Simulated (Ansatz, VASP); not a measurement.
## One calculation of FeNi3, two programs

The input INCAR:

```
SYSTEM = FeNi3
PREC = Accurate
ENCUT = 520
EDIFF = 1E-6
ISMEAR = 0
SIGMA = 0.05
LREAL = .False.
LASPH = .True.
NELM = 150
ALGO = Normal
ISIF = 2
LWAVE = .False.
LCHARG = .True.
ISPIN = 2
MAGMOM = 4 2 2 2
LORBIT = 11
LMAXMIX = 4
GGA = PE
LELF = .True.
LVHAR = .True.
NBANDS = 31
```

The input KPOINTS:

```
regular mesh
0
Gamma
  12 12 12
  0 0 0
```

Contents of POSCAR:

```
FeNi3
1.0
    3.5450000000      0.0000000000      0.0000000000
    0.0000000000      3.5450000000      0.0000000000
    0.0000000000      0.0000000000      3.5450000000
Fe Ni
1 3
Direct
    0.0000000000      0.0000000000      0.0000000000
    0.0000000000      0.5000000000      0.5000000000
    0.5000000000      0.0000000000      0.5000000000
    0.5000000000      0.5000000000      0.0000000000
```

Input for Ansatz:

```yaml
crystal:
  lattice:
    - [3.545, 0.0, 0.0]
    - [0.0, 3.545, 0.0]
    - [0.0, 0.0, 3.545]
  atoms:
    - { symbol: Fe, position: [0.0, 0.0, 0.0], spin: 4.0 }
    - { symbol: Ni, position: [0.0, 0.5, 0.5], spin: 2.0 }
    - { symbol: Ni, position: [0.5, 0.0, 0.5], spin: 2.0 }
    - { symbol: Ni, position: [0.5, 0.5, 0.0], spin: 2.0 }
basis:
  ecutwfc: 420
kpoints:
  mp_grid: { grid: [12, 12, 12] }
hamiltonian:
  xc: pbe
scf:
  occupations: { method: gaussian, width: 0.05 }
output:
  forces: true
  eigenvalues: true
  eigenstates:
    nscf_kmesh: { grid: [34, 34, 34] }
    top_band: c6
    de_dk: true
    localisation: true
  stress: true
  populations: true
checkpoint:
  write: ck
  compress: false
  write_wavefunctions: false
  write_every: 100000
magnetization:
  spin_polarized: true
```

Alike in both runs: task single point; functional PBE; k mesh 12 × 12 × 12; occupations gaussian, width 0.05 eV; collinear spin.

|  | VASP | Ansatz |
| --- | --- | --- |
| version | VASP 6.6.1 | Ansatz 0.2.0 |
| potentials or method | VASP PAW PBE potentials, release 64 (Fe, Ni), cutoff 520 eV | scalar-relativistic, plane waves, PAW |
| valence electrons in the cell | 38 | 70 |

Ansatz gave:

* pressure (GPa): -0.3
* net moment per atom (μB): 1.20
* size of the moment on the site where the two differ most (μB): 0.68

**Question.** Which values does VASP return?

**Answer.** Pressure (GPa): -0.3; net moment per atom (μB): 1.20; size of the moment on the site where the two differ most (μB): 0.64.

Site moments also hang on the region over which each program counts them. With one functional, cell and mesh, what is left measures potentials, basis and numerics. VASP's potentials hold 38 valence electrons a cell and Ansatz's 70, so a difference there can come from the potentials and not from the codes.
